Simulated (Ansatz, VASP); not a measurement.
# Cu in VASP and in Ansatz

The input INCAR:

```
  PREC = Accurate
  ENCUT = 520
  EDIFF = 1E-6
  ISMEAR = 0
  SIGMA = 0.15
  LREAL = F
  LASPH = T
  NELM = 60
  ALGO = Fast
  ISIF = 2
  LWAVE = F
  LCHARG = F
  GGA = PS
  NBANDS = 18
```

Contents of KPOINTS:

```
regular mesh
0
Gamma
  20 20 18
```

The input POSCAR:

```
Cu
1.0
    1.1478865243     -4.1772371477      0.0000000000
    1.1478865243      4.1772371477      0.0000000000
    0.0000000000      0.0000000000      2.4675572805
Cu
2
Direct
    0.1338543804      0.8661456196      0.2500000000
    0.8661456196      0.1338543804      0.7500000000
```

Input for Ansatz:

```yaml
crystal:
  lattice:
    - [1.1478865243, -4.1772371477, 0.0]
    - [1.1478865243, 4.1772371477, 0.0]
    - [0.0, 0.0, 2.4675572805]
  atoms:
    - { symbol: Cu, position: [0.1338543804, 0.8661456196, 0.25] }
    - { symbol: Cu, position: [0.8661456196, 0.1338543804, 0.75] }
basis:
  ecutwfc: 520.0
kpoints:
  mp_grid: { grid: [20, 20, 18] }
hamiltonian:
  xc: pbesol
  pseudopotentials: { kind: paw, azcp: { folder: soft_1 } }
scf:
  occupations: { method: gaussian, width: 0.15 }
output:
  forces: true
  stress: true
  eigenvalues: true
  write_density: true
  write_potential: true
  elf: true
  volumetric_format: npy
```

Change from the starting cell: normal strain along x -0.0550, normal strain along y +0.0550.

Alike in both runs: task single point; functional PBEsol; k mesh 20 × 20 × 18; occupations gaussian, width 0.15 eV; no spin polarisation.

```csv
,VASP,Ansatz
version,VASP 6.6.1,Ansatz 0.2.0
potentials or method,"VASP PAW PBE potentials, release 64 (Cu), cutoff 520 eV","scalar-relativistic, plane waves, PAW"
valence electrons in the cell,22,38
```

Ansatz gave:

- gap on the k mesh at the Fermi level (eV): none
- pressure (GPa): 1.8
- traceless stress, the component that is largest in VASP (GPa): 16.78
- rms of the force components (eV/Å): 0.103

Question: Which values does VASP return?

Answer: gap on the k mesh at the Fermi level (eV): none; pressure (GPa): 2.4; traceless stress, the component that is largest in VASP (GPa): 16.63; rms of the force components (eV/Å): 0.107.

VASP's potentials were made for PBE, not for PBEsol, and Ansatz warns of the same on its side. Atom by atom the forces differ by 0.005 eV/Å (rms over components). A gap of «none» marks a metal or a gap that the smearing closes. The functional is the same, so the differences come from potentials, cutoffs and numerics. VASP's potentials hold 22 valence electrons a cell and Ansatz's 38, so a difference there can come from the potentials and not from the codes.
